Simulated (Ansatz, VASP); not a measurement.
## B in VASP and in Ansatz

The input INCAR:

```
  PREC = Accurate
  ENCUT = 500
  EDIFF = 1E-6
  ISMEAR = 0
  SIGMA = 0.1
  LREAL = F
  LASPH = T
  NELM = 120
  ALGO = Normal
  ISIF = 2
  LWAVE = F
  LCHARG = F
  GGA = PS
  NBANDS = 8
  GGA_COMPAT = F
```

Contents of KPOINTS:

```
Automatic mesh
0
Gamma
  12 12 6
```

Contents of POSCAR:

```
B
1.0
    1.7024335758      0.0000000000      0.0000000000
   -0.8512167879      1.4743507249      0.0000000000
    0.0000000000      0.0000000000      3.6354228500
B
1
Direct
    0.0000000000      0.0000000000      0.0000000000
```

Input for Ansatz:

```yaml
crystal:
  lattice:
    - [1.7024335758, 0.0, 0.0]
    - [-0.8512167879, 1.4743507249, 0.0]
    - [0.0, 0.0, 3.63542285]
  atoms:
    - { symbol: B, position: [0.0, 0.0, 0.0] }
basis:
  ecutwfc: 420
kpoints:
  mp_grid: { grid: [12, 12, 6] }
hamiltonian:
  xc: pbesol
scf:
  occupations: { method: gaussian, width: 0.1 }
output:
  forces: true
  stress: true
  eigenvalues: true
```

Alike in both runs: task single point; functional PBEsol; k mesh 12 × 12 × 6; occupations gaussian, width 0.1 eV; no spin polarisation.

```csv
,VASP,Ansatz
version,VASP 6.6.1,Ansatz 0.2.0
potentials or method,"VASP PAW PBE potentials, release 64 (B), cutoff 500 eV","scalar-relativistic, plane waves, PAW"
valence electrons in the cell,3,3
```

```csv
,VASP,Ansatz,Ansatz less VASP
gap on the k mesh at the Fermi level (eV),none,none,-
pressure (GPa),3.4,3.2,-0.25
"traceless stress, the component that is largest in VASP (GPa)",-2.64,-2.44,+0.208
```

VASP's potentials were made for PBE, not for PBEsol. A gap of «none» marks a metal or a gap that the smearing closes.
